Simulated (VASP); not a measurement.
## HfNb3O3: single point with PBE

HfNb3O3:

```
Hf Nb O
1.0
     4.44212    0.00000    0.00000
     0.00000    4.44212    0.00000
     0.00000    0.00000    4.44028
Hf Nb O
1 3 3
Cartesian
  0.0000 0.0000 0.0000
  2.2211 0.0000 2.2201
  2.2211 2.2211 0.0000
  0.0000 2.2211 2.2201
  2.2211 0.0000 0.0000
  2.2211 2.2211 2.2201
  0.0000 2.2211 0.0000
```

This cell differs from its parent crystal: atoms taken out.

```
Program             : VASP 6.6.1
Task                : single point
Functional          : PBE
Potentials or basis : VASP PAW PBE potentials, release 64 (Hf_pv, Nb_sv, O)
Cutoff              : 600 eV
k mesh              : 8 × 8 × 8
Occupations         : gaussian, width 0.1 eV
Spin                : no spin polarisation
```

```
Pressure               : -1.1 GPa
Band gap on the k mesh : zero (an odd number of electrons rules out a gap without spin polarisation)
```

Stress tensor (GPa, compression positive):
```
-1.34  0.00  0.00
 0.00 -1.34  0.00
 0.00  0.00 -0.63
```

Levels at points of the mesh, in eV from the Fermi level:
```tsv
k point	band 32	band 33	band 34	band 35	band 36	band 37
(0.00, 0.00, 0.00)	-1.22	-1.11	-1.11	0.33	0.48	0.65
(0.50, 0.00, 0.00)	-1.61	-0.42	-0.12	0.13	0.50	0.50
(0.50, 0.50, 0.00)	-0.53	-0.53	-0.49	0.41	0.71	0.88
(0.00, 0.00, 0.50)	-1.21	-0.64	-0.64	-0.06	0.95	1.17
(0.50, 0.00, 0.50)	-0.57	-0.56	-0.27	0.71	0.73	0.74
(0.50, 0.50, 0.50)	0.69	0.74	0.76	0.76	1.36	1.79
```

It took 8.9 min on 1 thread of Intel Xeon 8259CL, on a shared host, peak memory 0.41 GiB.

Caveat: the cell differs from its parent crystal (atoms taken out); spin-orbit coupling is left out, which moves the levels of the heavy elements; an odd number of electrons without spin polarisation forces a metal; a magnetic or distorted state may lie lower.
